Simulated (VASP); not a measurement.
Ca2Ge3N:

```xyz
6
Lattice="4.0437 0.0000 0.0000 -2.0219 3.5020 0.0000 0.0000 0.0000 8.7633" Properties=species:S:1:pos:R:3 pbc="T T T"
Ca    0.0000    2.3347    4.3816
Ca    2.0219    1.1673    4.3816
Ge    0.0000    0.0000    2.6748
Ge    0.0000    0.0000    6.0885
Ge    0.0000    0.0000    4.3816
N     0.0000    0.0000    0.0000
```

The cell was built from a structure type or drawn by symmetry, and may not be a known phase.

```yaml
Program: VASP 6.6.1
Task: relaxation of cell and atoms
Functional: PBE
Potentials_or_basis: VASP PAW PBE potentials, release 64 (Ca_sv, Ge_d, N)
Cutoff: 600 eV
k_mesh: 6 × 6 × 2
Occupations: gaussian, width 0.1 eV
Spin: no spin polarisation
```

At the start: pressure 76.6 GPa; volume 20.68 Å³/atom.

**Question.** How do energy, volume and symmetry change on relaxing?

**Answer.** Over 13 steps the energy falls by 4212.8 meV/atom and the volume is 43.96 Å³/atom (+112.5 %); space group P6/mmm (No. 191, to 0.1 Å) before and after.

The path:
```
step  energy change (eV)  largest force (eV/Å)  pressure (GPa)  volume (Å³)
   1              0.0000               30.5719           76.59       124.10
   2            -20.7294                4.3783           -7.78       390.39
   3            -21.1217                3.8307            1.01       222.34
   4            -21.6813                4.0692           -0.73       244.08
   5            -22.0517                4.1915           -1.94       263.49
   6            -24.9870                3.3655            2.61       253.28
   7            -25.2482                0.1587            0.44       255.81
   8            -25.2533                0.1612            0.64       255.54
   9            -25.2519                0.4171            0.79       255.33
  10            -25.2760                0.1003            0.09       262.00
  11            -25.2769                0.0305           -0.03       263.54
  12            -25.2768                0.0116           -0.10       263.98
  13            -25.2769                0.0214            0.00       263.76
```

Final structure:
```cif
data_structure
_symmetry_space_group_name_H-M 'P 1'
_symmetry_Int_Tables_number 1
_cell_length_a 5.2089
_cell_length_b 5.2089
_cell_length_c 11.2249
_cell_angle_alpha 90.000
_cell_angle_beta 90.000
_cell_angle_gamma 120.000
_cell_volume 263.76
loop_
_atom_site_label
_atom_site_type_symbol
_atom_site_fract_x
_atom_site_fract_y
_atom_site_fract_z
_atom_site_occupancy
Ca1 Ca 0.33333 0.66667 0.50000 1
Ca2 Ca 0.66667 0.33333 0.50000 1
Ge1 Ge 0.00000 0.00000 0.15637 1
Ge2 Ge 0.00000 0.00000 0.84363 1
Ge3 Ge 0.00000 0.00000 0.50000 1
N1 N 0.00000 0.00000 0.00000 1
```

Caveat: the volume moved by over 15 % at a fixed basis, so the end points are rough.
